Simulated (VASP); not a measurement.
# Ti3Al: single point with PBE

Ti3Al:

```xyz
4
Lattice="2.9297 0.0000 0.0000 -1.4649 2.5372 0.0000 0.0000 0.0000 9.2315" Properties=species:S:1:pos:R:3 pbc="T T T"
Ti    1.4649    0.8457    0.0000
Ti    0.0000    1.6915    6.8279
Ti    0.0000    1.6915    2.4037
Al    1.4649    0.8457    4.6158
```

This cell differs from its parent crystal: c/a of the conventional cell at fixed volume 3.1510.

- Program: VASP 6.6.1
- Task: single point
- Functional: PBE
- Potentials or basis: VASP PAW PBE potentials, release 64 (Ti_sv, Al)
- Cutoff: 520 eV
- k mesh: 15 × 15 × 6
- Occupations: gaussian, width 0.15 eV
- Spin: no spin polarisation
- Dipole correction: no
- Further INCAR settings: ALGO = Fast; EDIFF = 1e-06; NBANDS = 28

The pressure is 0.0 GPa and the largest force is 0.761 eV/Å.

Forces on the atoms (eV/Å):
```
Ti   0.000  0.000  0.000
Ti   0.000  0.000  0.761
Ti   0.000  0.000 -0.761
Al   0.000  0.000  0.000
```

Stress tensor (GPa, compression positive):
```
-0.65  0.00  0.00
 0.00 -0.65  0.00
 0.00  0.00  1.28
```

Levels at points of the mesh, in eV from the Fermi level:
| k point | band 16 | band 17 | band 18 | band 19 | band 20 | band 21 | band 22 | band 23 | band 24 | band 25 |
| --- | --- | --- | --- | --- | --- | --- | --- | --- | --- | --- |
| (0.00, 0.00, 0.00) | -2.36 | -0.47 | 0.21 | 0.49 | 0.90 | 0.90 | 1.01 | 1.01 | 1.23 | 1.23 |
| (0.00, 0.00, 0.50) | -3.07 | -0.69 | 0.19 | 0.56 | 0.90 | 0.90 | 1.00 | 1.00 | 1.24 | 1.24 |

It took 7.7 min on 1 thread of Intel(R) Xeon(R) Platinum 8488C (Sapphire Rapids) (shared host), peak memory 0.31 GiB.
